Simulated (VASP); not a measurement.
TiO2, 3 atoms in the cell. Symmetry: R-3m, No. 166, trigonal system. The conventional cell has a = 2.995 Å, b = 2.995 Å, c = 20.945 Å, α = 90.00°, β = 90.00°, γ = 120.00°. Ti (site symmetry -3m) has 6 O at 1.98 Å within 2.6 Å. O (site symmetry 3m) has 3 Ti at 1.98 Å and 3 O at 2.60 Å within 2.6 Å. 

```yaml
Program: VASP 6.6.1
Task: single point
Functional: PBEsol
Potentials_or_basis: VASP PAW PBE potentials, release 64 (Ti_sv, O)
Cutoff: 520 eV
k_mesh: 8 × 8 × 8
Occupations: fermi-dirac, width 0.15 eV
Spin: no spin polarisation
Dipole_correction: no
Further_INCAR_settings: ALGO = Normal; EDIFF = 1e-07; NBANDS = 19
```

Potentials or basis: VASP PAW PBE potentials, release 64 (Ti_sv, O).

The run is started by

```bash
$ cat potpaw_PBE.64/Ti_sv/POTCAR potpaw_PBE.64/O/POTCAR > POTCAR
$ mpirun -np 1 vasp_std > vasp.out
```

Hardware: 1 thread of Intel(R) Xeon(R) 6975P-C (Granite Rapids), on a shared host.

Q: How long does it take, and how much memory?

A: It took 3 min on 1 thread of Intel(R) Xeon(R) 6975P-C (Granite Rapids) (shared host), peak memory 0.39 GiB. Counts: scf iterations 18, k points 65.
